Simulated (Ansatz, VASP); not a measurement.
As in VASP and in Ansatz

INCAR

```
ALGO = Normal
DIPOL = 0.5 0.5 0.605
EDIFF = 1E-6
ENCUT = 400
GGA = PE
GGA_COMPAT = False
IDIPOL = 3
ISIF = 2
ISMEAR = 0
LASPH = True
LCHARG = True
LDIPOL = True
LELF = True
LREAL = False
LVACPOTAV = True
LVHAR = True
LWAVE = False
NBANDS = 24
NELM = 120
NELMDL = -8
PREC = Accurate
SIGMA = 0.04
```

File KPOINTS:

```
k-points
0
Gamma
  6 6 1
```

File POSCAR:

```
As
1.0
    6.2184635915      0.0000000000      0.0000000000
   -3.1092317958      5.3853474428      0.0000000000
    0.0000000000      0.0000000000     20.0000000000
As
6
Direct
    0.6666670000      0.6666670000      0.5700176773
    0.3334612991      0.9997408275      0.5700172174
    1.0004020162      0.3334305674      0.5700170647
    0.3335169129      0.3331363861      0.6398196068
    1.0000311007      0.6666088880      0.6398111337
    0.6669895043      1.0000962428      0.6398169448
```

Input for Ansatz:

```yaml
crystal:
  lattice:
    - [6.2184635915, 0.0, 0.0]
    - [-3.1092317958, 5.3853474428, 0.0]
    - [0.0, 0.0, 20.0]
  atoms:
    - { symbol: As, position: [0.666667, 0.666667, 0.5700176773] }
    - { symbol: As, position: [0.3334612991, 0.9997408275, 0.5700172174] }
    - { symbol: As, position: [1.0004020162, 0.3334305674, 0.5700170647] }
    - { symbol: As, position: [0.3335169129, 0.3331363861, 0.6398196068] }
    - { symbol: As, position: [1.0000311007, 0.666608888, 0.6398111337] }
    - { symbol: As, position: [0.6669895043, 1.0000962428, 0.6398169448] }
basis:
  ecutwfc: 420
kpoints:
  mp_grid: { grid: [6, 6, 1] }
hamiltonian:
  xc: pbe
  pseudopotentials: { kind: paw, azcp: { folder: soft_1 } }
scf:
  occupations: { method: gaussian, width: 0.04 }
  n_extra_bands: 8
  max_iter: 160
output:
  forces: true
  eigenvalues: true
  write_density: true
  write_potential: true
  elf: true
  volumetric_format: npy
efield:
  axis: 3
  dipole_correction: true
```

Alike in both runs: task single point; functional PBE; k mesh 6 × 6 × 1; occupations gaussian, width 0.04 eV; no spin polarisation.

```csv
,VASP,Ansatz
version,VASP 6.6.1,Ansatz 0.2.0
potentials or method,"VASP PAW PBE potentials, release 64 (As), cutoff 400 eV","scalar-relativistic, plane waves, PAW"
valence electrons in the cell,30,90
```

Ansatz gave:

```
gap on the k mesh at the Fermi level (eV) : 1.59
least direct gap on the mesh (eV)         : 1.94
rms of the force components (eV/Å)        : 0.005
```

What did VASP give for the same quantities?

gap on the k mesh at the Fermi level (eV): 1.59; least direct gap on the mesh (eV): 1.96; rms of the force components (eV/Å): 0.045.

Atom by atom the forces differ by 0.049 eV/Å (rms over components). VASP's potentials hold 30 valence electrons a cell and Ansatz's 90, so a difference there can come from the potentials and not from the codes. Ansatz's warnings: near symmetry operation missed by atoms.
